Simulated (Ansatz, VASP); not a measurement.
# KF: VASP beside Ansatz

File INCAR:

```
ALGO = Normal
EDIFF = 1E-6
ENCUT = 520
GGA = CA
ISIF = 2
ISMEAR = -1
LASPH = True
LCHARG = False
LREAL = False
LWAVE = False
NBANDS = 15
NELM = 60
PREC = Accurate
SIGMA = 0.05
```

The input KPOINTS:

```
k-points
0
Gamma
  9 9 9
```

POSCAR

```
KF
1.0
    0.0000000000      2.6357394923      2.6357394923
    2.6357394923      0.0000000000      2.6357394923
    2.6357394923      2.6357394923      0.0000000000
K F
1 1
Direct
    0.0000000000      0.0000000000      0.0000000000
    0.5000000000      0.5000000000      0.5000000000
```

The input input.yaml:

```yaml
crystal:
  lattice:
    - [0.0, 2.6357394923, 2.6357394923]
    - [2.6357394923, 0.0, 2.6357394923]
    - [2.6357394923, 2.6357394923, 0.0]
  atoms:
    - { symbol: K, position: [0.0, 0.0, 0.0] }
    - { symbol: F, position: [0.5, 0.5, 0.5] }
hamiltonian:
  xc: lda
  pseudopotentials: { kind: paw }
kpoints:
  mp_grid: { grid: [9, 9, 9] }
scf:
  occupations: { method: fermi_dirac, width: 0.05 }
output:
  forces: true
  stress: true
  eigenvalues: true
  write_density: true
  write_potential: true
  elf: true
  volumetric_format: npy
```

Alike in both runs: task single point; functional LDA; k mesh 9 × 9 × 9; occupations fermi-dirac, width 0.05 eV; no spin polarisation.

|  | VASP | Ansatz |
| --- | --- | --- |
| version | VASP 6.6.1 | Ansatz 0.2.0 |
| potentials or method | VASP PAW LDA potentials, release 64 (K_sv, F) | Ansatz PAW |
| plane-wave cutoff (eV) | 520 | 420 |
| valence electrons in the cell | 16 | 16 |

Ansatz gave:

| Property | Result |
| --- | --- |
| gap on the k mesh at the Fermi level (eV) | 6.02 |
| least direct gap on the mesh (eV) | 6.02 |
| pressure (GPa) | -2.3 |

Question: Which values does VASP return?

Answer: gap on the k mesh at the Fermi level (eV): 6.00; least direct gap on the mesh (eV): 6.00; pressure (GPa): -2.2.

LDA's correlation is that of Perdew and Zunger in VASP and of Perdew and Wang (1992) in Ansatz.

Noted on Ansatz's run: odd divisions of the mesh miss points on the zone boundary, where band edges often lie, so the gap on the mesh can be too wide.
